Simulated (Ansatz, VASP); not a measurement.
## SiO2: VASP beside Ansatz

INCAR

```
SYSTEM = SiO2
PREC     = Accurate       ! precision mode
ENCUT    = 520            ! plane-wave cutoff, eV
EDIFF    = 1E-7           ! SCF threshold, eV
ISMEAR   = 0              ! smearing method
SIGMA    = 0.05           ! smearing width, eV
LREAL    = .FALSE.        ! projectors in reciprocal space
LASPH    = .TRUE.         ! aspherical terms in the spheres
NELM     = 80             ! most SCF steps
ALGO     = Normal         ! electronic algorithm
ISIF     = 2              ! what is computed and relaxed
LWAVE    = .FALSE.        ! write WAVECAR
LCHARG   = .FALSE.        ! write CHGCAR
GGA      = CA             ! functional
NBANDS   = 25             ! bands
```

File KPOINTS:

```
regular mesh
0
G
  6 6 10
  0 0 0
```

Contents of POSCAR:

```
SiO2
1.0
    4.2690235807      0.0000000000      0.0000000000
    0.0000000000      4.2690235807      0.0000000000
    0.0000000000      0.0000000000      2.2792316897
Si O
2 4
Direct
    0.5000000000      0.5000000000      0.5000000000
    0.0000000000      0.0000000000      0.0000000000
    0.6944252994      0.6944252994      0.0000000000
    0.1944252994      0.8055747006      0.5000000000
    0.3055747006      0.3055747006      0.0000000000
    0.8055747006      0.1944252994      0.5000000000
```

Input for Ansatz:

```yaml
crystal:
  lattice:
    - [4.2690235807, 0.0, 0.0]
    - [0.0, 4.2690235807, 0.0]
    - [0.0, 0.0, 2.2792316897]
  atoms:
    - { symbol: Si, position: [0.5, 0.5, 0.5] }
    - { symbol: Si, position: [0.0, 0.0, 0.0] }
    - { symbol: O, position: [0.6944252994, 0.6944252994, 0.0] }
    - { symbol: O, position: [0.1944252994, 0.8055747006, 0.5] }
    - { symbol: O, position: [0.3055747006, 0.3055747006, 0.0] }
    - { symbol: O, position: [0.8055747006, 0.1944252994, 0.5] }
basis:
  ecutwfc: 520.0
kpoints:
  mp_grid: { grid: [6, 6, 10] }
hamiltonian:
  xc: lda
  pseudopotentials: { kind: paw, azcp: { folder: soft_1 } }
scf:
  occupations: { method: gaussian, width: 0.05 }
output:
  forces: true
  stress: true
  eigenvalues: true
```

Alike in both runs: task single point; functional LDA; k mesh 6 × 6 × 10; occupations gaussian, width 0.05 eV; no spin polarisation.

|  | VASP | Ansatz |
| --- | --- | --- |
| version | VASP 6.6.1 | Ansatz 0.2.0 |
| potentials or method | VASP PAW LDA potentials, release 64 (Si, O), cutoff 520 eV | scalar-relativistic, plane waves, PAW |
| valence electrons in the cell | 32 | 32 |

|  | VASP | Ansatz | Ansatz less VASP |
| --- | --- | --- | --- |
| gap on the k mesh at the Fermi level (eV) | 7.26 | 7.29 | +0.034 |
| least direct gap on the mesh (eV) | 7.26 | 7.29 | +0.034 |
| rms of the force components (eV/Å) | 0.216 | 0.152 | -0.0642 |

Ansatz warns that its potentials were made for another functional, while VASP's fit it. LDA's correlation is that of Perdew and Zunger in VASP and of Perdew and Wang (1992) in Ansatz. Atom by atom the forces differ by 0.064 eV/Å (rms over components).
